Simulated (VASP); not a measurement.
# C4N: single point with PBE

Crystal: C4N.

```
C N
1.0
     2.38472   -4.26631    0.00000
     2.38472    4.26631    0.00000
     0.00000    0.00000    2.56125
C N
4 1
Cartesian
  2.3847 -0.6971 1.2806
  2.3847 0.6971 1.2806
  1.2520 0.0000 0.0000
  3.5174 0.0000 0.0000
  0.0000 0.0000 0.0000
```

```
Program                : VASP 6.6.1
Task                   : single point
Functional             : PBE
Potentials or basis    : VASP PAW PBE potentials, release 64 (C, N)
Cutoff                 : 520 eV
k mesh                 : 4 × 4 × 6
Occupations            : gaussian, width 0.1 eV
Spin                   : collinear spin, ferromagnetic start
Starting moments       : [1.0, 1.0, 1.0, 1.0, 1.0] μB
Dipole correction      : no
Further INCAR settings : ALGO = Normal; EDIFF = 1e-07; NBANDS = 22
```

```yaml
Pressure: 0.3 GPa
Largest_force: 0.116 eV/Å
Net_moment: 0.00 μB per cell
Valence_electrons_inside_the_program's_atomic_spheres: C 2.33, 2.43; N 4.07
```

Forces on the atoms (eV/Å):
```
C    0.000 -0.116  0.000
C    0.000  0.116  0.000
C    0.050  0.000  0.000
C   -0.050  0.000  0.000
N    0.000  0.000  0.000
```

Stress tensor (GPa, compression positive):
```
0.24 0.00 0.00
0.00 0.58 0.00
0.00 0.00 0.22
```

Levels at points of the mesh, in eV from the Fermi level:
Spin up:
```csv
k point,band 7,band 8,band 9,band 10,band 11,band 12,band 13,band 14,band 15,band 16
"(0.00, 0.00, 0.00)",-4.42,-3.69,-3.56,-0.93,0.84,1.30,5.36,6.47,7.21,7.51
"(0.50, 0.00, 0.00)",-4.31,-3.90,-3.08,0.83,1.38,2.52,5.33,5.94,6.13,6.87
"(0.50, 0.50, 0.00)",-4.04,-3.19,-2.87,-0.94,1.11,1.29,5.22,5.29,6.92,7.87
"(0.00, 0.00, 0.50)",-6.33,-4.30,-2.86,-1.37,-1.06,-0.22,2.41,6.90,6.91,7.02
"(0.50, 0.00, 0.50)",-4.49,-4.23,-4.01,-2.94,-1.46,1.45,2.40,5.00,6.52,8.08
"(0.50, 0.50, 0.50)",-6.57,-4.75,-2.89,-0.92,-0.81,-0.02,2.85,6.94,6.95,7.10
```
Spin down:
```tsv
k point	band 8	band 9	band 10	band 11	band 12	band 13	band 14	band 15
(0.00, 0.00, 0.00)	-3.69	-3.56	-0.93	0.84	1.30	5.36	6.47	7.21
(0.50, 0.00, 0.00)	-3.90	-3.08	0.83	1.38	2.52	5.33	5.94	6.13
(0.50, 0.50, 0.00)	-3.19	-2.87	-0.94	1.11	1.29	5.22	5.29	6.92
(0.00, 0.00, 0.50)	-4.30	-2.86	-1.37	-1.06	-0.22	2.41	6.90	6.91
(0.50, 0.00, 0.50)	-4.23	-4.01	-2.94	-1.46	1.45	2.40	5.00	6.52
(0.50, 0.50, 0.50)	-4.75	-2.89	-0.92	-0.81	-0.02	2.85	6.94	6.95
```

It took 65 s on 1 thread of Oxide Virtual Turin-like Processor (shared host), peak memory 0.17 GiB.

Caveat: the k points lie up to 0.41 Å⁻¹ apart.
